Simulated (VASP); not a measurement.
# Cd (Im-3m) in VASP: further runs, part 2 of 3

VASP 6.6.1.

## (3) Single point, PBEsol, non-collinear spin, typed start

This run uses another cell than the first one, of 21.81 Å³/atom.

INCAR reads:

```
  PREC = Accurate
  ENCUT = 520
  EDIFF = 1E-6
  ISMEAR = -5
  SIGMA = 0.05
  LREAL = False
  LASPH = True
  NELM = 150
  ALGO = Normal
  ISIF = 2
  LWAVE = False
  LCHARG = True
  LNONCOLLINEAR = True
  MAGMOM = 0 0 0.5
  LORBIT = 11
  GGA = PS
  LVHAR = True
  NBANDS = 23
```

KPOINTS reads:

```
Automatic mesh
0
Gamma
  10 10 10
```

POSCAR reads:

```
Cd
1.0
   -1.7602065844      1.7602065844      1.7602065844
    1.7602065844     -1.7602065844      1.7602065844
    1.7602065844      1.7602065844     -1.7602065844
Cd
1
Direct
    0.0000000000      0.0000000000      0.0000000000
```

Potentials or basis: VASP PAW PBE potentials, release 64 (Cd).

Run with:

```bash
> cat potpaw_PBE.64/Cd/POTCAR > POTCAR
> mpirun -np 1 vasp_ncl > vasp.out
```

OUTCAR:

```text
PREC = Accurate
   ENCUT = 520
   EDIFF = 1E-6
   ISMEAR = -5
   LREAL = False
   LASPH = True
   NELM = 150
   ISIF = 2
   LNONCOLLINEAR = True
   LORBIT = 11
   GGA = PS

 ion  position               nearest neighbor table
   1  0.000  0.000  0.000-

  LATTYP: Found a body centered cubic cell.
 ALAT       =     3.5204131688

  Lattice vectors:

 A1 = (  -1.7602065844,   1.7602065844,   1.7602065844)
 A2 = (   1.7602065844,  -1.7602065844,   1.7602065844)
 A3 = (   1.7602065844,   1.7602065844,  -1.7602065844)

Analysis of symmetry for initial positions (statically):
=====================================================================
 Subroutine PRICEL returns:
 Original cell was already a primitive cell.

 Routine SETGRP: Setting up the symmetry group for a
 body centered cubic supercell.

 Subroutine GETGRP returns: Found 48 space group operations
 (whereof 48 operations were pure point group operations)
 out of a pool of 48 trial point group operations.

The static configuration has the point symmetry O_h .

Analysis of symmetry for dynamics (positions and initial velocities):
=====================================================================
 Subroutine PRICEL returns:
 Original cell was already a primitive cell.

 Routine SETGRP: Setting up the symmetry group for a
 body centered cubic supercell.

 Subroutine GETGRP returns: Found 48 space group operations
 (whereof 48 operations were pure point group operations)
 out of a pool of 48 trial point group operations.

The dynamic configuration has the point symmetry O_h .

Analysis of structural, dynamic, and magnetic symmetry:
=====================================================================
 Subroutine PRICEL returns:
 Original cell was already a primitive cell.

[... 136 lines left out ...]
   LEPSILON=     F    determine dielectric tensor
   LRPA    =     F    only Hartree local field effects (RPA)
 Fermi weights with tetrahedron method with Bloechl corrections
  energy-cutoff  :      520.00
  volume of cell :       21.81
 maximum number of plane-waves:      1206
   NGX = 11   NGY = 11   NGZ = 11

 number of electron      12.0000000 magnetization       0.0000000      0.0000000      0.5000000

 number of electron      11.9999995 magnetization      -0.0000000      0.0000000     -0.0001485

 number of electron      11.9999995 magnetization      -0.0000000      0.0000000      0.0002009

 Free energy of the ion-electron system (eV)
  ---------------------------------------------------
  ext. energy  EPLUGINS =         0.00000000
  ---------------------------------------------------
  free energy    TOTEN  =        -1.13401527 eV

  energy without entropy =       -1.13401527  energy(sigma->0) =       -1.13401527

 E-fermi :   2.8995     XC(G=0): -11.1705

 val. band max:        3.3220641688   @ k =   0.3000   0.3000   0.1000
 cond. band min:       2.2973115674   @ k =   0.4000   0.2000   0.4000
 fundamental gap:     -1.0247526014
 Fermi energy:         2.8995214929

 k-point     1 :       0.0000    0.0000    0.0000
  band No.  band energies     occupation
      1      -6.5063      1.00000
      2      -6.5063      1.00000
      3      -6.5062      1.00000
      4      -6.5062      1.00000
      5      -6.5056      1.00000
      6      -6.5056      1.00000
[... 613 lines left out ...]
     22      19.3092      0.00000
     23      21.1921      0.00000

 [... further k-points ...]

------------------------ aborting loop because EDIFF is reached ----------------------------------------

  FORCE on cell =-STRESS in cart. coord.  units (eV):
  Direction    XX          YY          ZZ          XY          YZ          ZX
  --------------------------------------------------------------------------------------
  -------------------------------------------------------------------------------------
  Total       -0.1709168     -0.1709168     -0.2649173      0.0000000      0.0000000      0.0000000
  in kB      -12.5529068    -12.5529068    -19.4567337      0.0000017      0.0000000      0.0000000
  external PRESSURE =     -14.8541824 kB  Pullay stress =       0.0000000 kB

 VOLUME and BASIS-vectors are now :
 -----------------------------------------------------------------------------
  energy-cutoff  :      520.00
  volume of cell :       21.81
      direct lattice vectors                 reciprocal lattice vectors
    -1.760206584  1.760206584  1.760206584     0.000000000  0.284057567  0.284057567
     1.760206584 -1.760206584  1.760206584     0.284057567  0.000000000  0.284057567
     1.760206584  1.760206584 -1.760206584     0.284057567  0.284057567  0.000000000

 POSITION                                       TOTAL-FORCE (eV/Angst)
 -----------------------------------------------------------------------------------
      0.00000      0.00000      0.00000         0.000000     -0.000000      0.000000
 -----------------------------------------------------------------------------------
    total drift:                                0.000000      0.000000      0.000000

  FREE ENERGIE OF THE ION-ELECTRON SYSTEM (eV)
  ---------------------------------------------------
  free  energy   TOTEN  =        -1.1340152678 eV

  energy  without entropy=       -1.1340152678  energy(sigma->0) =       -1.13401527

 total charge

# of ion       s       p       d       tot
------------------------------------------
    1        0.536   0.281   9.485  10.303

 magnetization (x)

# of ion       s       p       d       tot
------------------------------------------
    1        0.000   0.000   0.000   0.000

 magnetization (y)

# of ion       s       p       d       tot
------------------------------------------
    1       -0.000   0.000   0.000  -0.000

 magnetization (z)

# of ion       s       p       d       tot
------------------------------------------
    1        0.000  -0.000  -0.000  -0.000
```

OSZICAR:

```text
N       E                     dE             d eps       ncg     rms          rms(c)
DAV:   1     0.922837541893E+02    0.92284E+02   -0.64510E+03  6848   0.105E+03
DAV:   2     0.116664363492E+01   -0.91117E+02   -0.86026E+02  7422   0.290E+02
DAV:   3    -0.117553535631E+01   -0.23422E+01   -0.23369E+01  7707   0.521E+01
DAV:   4    -0.117982421058E+01   -0.42889E-02   -0.42881E-02  7705   0.226E+00
DAV:   5    -0.117983718928E+01   -0.12979E-04   -0.12981E-04  8087   0.117E-01    0.377E+00
DAV:   6    -0.113783298817E+01    0.42004E-01   -0.16584E-01  7515   0.591E+00    0.263E+00
DAV:   7    -0.113502403667E+01    0.28090E-02   -0.11221E-02  7234   0.120E+00    0.166E+00
DAV:   8    -0.113435354810E+01    0.67049E-03   -0.16277E-03  7148   0.420E-01    0.781E-01
DAV:   9    -0.113395357849E+01    0.39997E-03   -0.41916E-04  7060   0.281E-01    0.141E-01
DAV:  10    -0.113400849300E+01   -0.54915E-04   -0.49407E-05  7727   0.900E-02    0.272E-02
DAV:  11    -0.113401126348E+01   -0.27705E-05   -0.94925E-06  7517   0.266E-02    0.976E-03
DAV:  12    -0.113401530203E+01   -0.40385E-05   -0.45761E-06  6959   0.161E-02    0.289E-03
DAV:  13    -0.113401526780E+01    0.34231E-07    0.31423E-07  4278   0.208E-03
   1 F= -.11340153E+01 E0= -.11340153E+01  d E =0.000000E+00  mag=    -0.0000     0.0000    -0.0001
```

It took 99 s on 1 thread of AMD EPYC 7R13 (Zen 3), shared host; peak memory 0.23 GiB.

What came out:

```yaml
Free_energy: -1.1340 eV
Pressure: -1.5 GPa
Band_gap_on_the_k_mesh: zero (bands 12 and 13 overlap by 4.33 eV)
Net_moment: 0.00 μB per cell
Valence_electrons_inside_the_program's_atomic_spheres: Cd 10.30
```

Stress tensor (GPa, compression positive):
```
-1.26  0.00  0.00
 0.00 -1.26  0.00
 0.00  0.00 -1.95
```

Moments on the atoms (μB; x, y, z):
```
Cd  0.00 0.00 0.00
```

Caveat: the PAW data sets were made with another functional, which shifts forces and pressure a little; tetrahedron occupations give inexact forces and stress in metals.

[end of part 2 of 3]
